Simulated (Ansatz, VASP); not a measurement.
# IrO2: VASP beside Ansatz

The input INCAR:

```
  ALGO = Normal
  EDIFF = 1E-6
  ENCUT = 700
  GGA = PE
  GGA_COMPAT = F
  ISIF = 2
  ISMEAR = 0
  IVDW = 12
  LASPH = T
  LCHARG = F
  LREAL = F
  LWAVE = F
  NBANDS = 38
  NELM = 120
  PREC = Accurate
  SIGMA = 0.1
```

KPOINTS

```
k-points
0
Gamma
  4 4 6
```

The input POSCAR:

```
IrO2
1.0
    4.5051000000      0.0000000000      0.0000000000
    0.0000000000      4.5051000000      0.0000000000
    0.0000000000      0.0000000000      3.1586000000
Ir O
2 4
Direct
    0.0000000000      0.0000000000      0.0000000000
    0.5000000000      0.5000000000      0.5000000000
    0.3077000000      0.3077000000      0.0000000000
    0.1923000000      0.8077000000      0.5000000000
    0.6923000000      0.6923000000      0.0000000000
    0.8077000000      0.1923000000      0.5000000000
```

Input for Ansatz:

```yaml
crystal:
  lattice:
    - [4.5051, 0.0, 0.0]
    - [0.0, 4.5051, 0.0]
    - [0.0, 0.0, 3.1586]
  atoms:
    - { symbol: Ir, position: [0.0, 0.0, 0.0] }
    - { symbol: Ir, position: [0.5, 0.5, 0.5] }
    - { symbol: O, position: [0.3077, 0.3077, 0.0] }
    - { symbol: O, position: [0.1923, 0.8077, 0.5] }
    - { symbol: O, position: [0.6923, 0.6923, 0.0] }
    - { symbol: O, position: [0.8077, 0.1923, 0.5] }
basis:
  ecutwfc: 420
kpoints:
  mp_grid: { grid: [4, 4, 6] }
hamiltonian:
  xc: pbe
  dispersion: d3bj
  pseudopotentials: { kind: paw, azcp: { folder: soft_1 } }
scf:
  occupations: { method: gaussian, width: 0.1 }
output:
  forces: true
  stress: true
  eigenvalues: true
```

Alike in both runs: task single point; functional PBE; dispersion D3(BJ); k mesh 4 × 4 × 6; occupations gaussian, width 0.1 eV; no spin polarisation.

```csv
,VASP,Ansatz
version,VASP 6.6.1,Ansatz 0.2.0
potentials or method,"VASP PAW PBE potentials, release 64 (Ir_sv_GW, O), cutoff 700 eV","scalar-relativistic, plane waves, PAW"
valence electrons in the cell,58,58
```

Ansatz gave:

| Property | Result |
| --- | --- |
| gap on the k mesh at the Fermi level (eV) | none |
| pressure (GPa) | 1.2 |
| traceless stress, the component that is largest in VASP (GPa) | 1.04 |
| rms of the force components (eV/Å) | 0.052 |

Question: Estimate VASP's values.

Answer: gap on the k mesh at the Fermi level (eV): none; pressure (GPa): 0.8; traceless stress, the component that is largest in VASP (GPa): 1.05; rms of the force components (eV/Å): 0.048.

Atom by atom the forces differ by 0.004 eV/Å (rms over components). A gap of «none» marks a metal or a gap that the smearing closes.

Spin-orbit coupling is off throughout.
